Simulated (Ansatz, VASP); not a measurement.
# Two plane-wave programs on B3P

```
B P
1.0
     2.82019    0.00000    0.00000
    -1.41010    2.44236    0.00000
     0.00000    0.00000    5.06918
B P
3 1
Direct
  0.00000 0.00000 0.50000
  0.66667 0.33333 0.34210
  0.66667 0.33333 0.65790
  0.00000 0.00000 0.00000
```

Change from the starting cell: species swapped into the TbZr3 type (P-6m2, No. 187).

Alike in both runs: functional PBE; k mesh 6 × 6 × 2; occupations gaussian, width 0.1 eV; no spin polarisation.

Ansatz relaxed the structure, and its values are those at the end. VASP's run is a single point on that final structure, the one shown.

|  | VASP | Ansatz |
| --- | --- | --- |
| version | VASP 6.6.1 | Ansatz 0.2.0 |
| potentials or method | VASP PAW PBE potentials, release 64 (B, P), cutoff 500 eV | scalar-relativistic, plane waves, PAW |
| valence electrons in the cell | 14 | 14 |

VASP gave:

* gap on the k mesh at the Fermi level (eV): none
* pressure (GPa): 0.0
* rms of the force components (eV/Å): 0.017

Problem. Estimate Ansatz's values.

Solution. gap on the k mesh at the Fermi level (eV): none; pressure (GPa): 0.0; rms of the force components (eV/Å): 0.006.

A gap of «none» marks a metal or a gap that the smearing closes.

The k mesh is coarse, so the values compare programs but aren't converged.
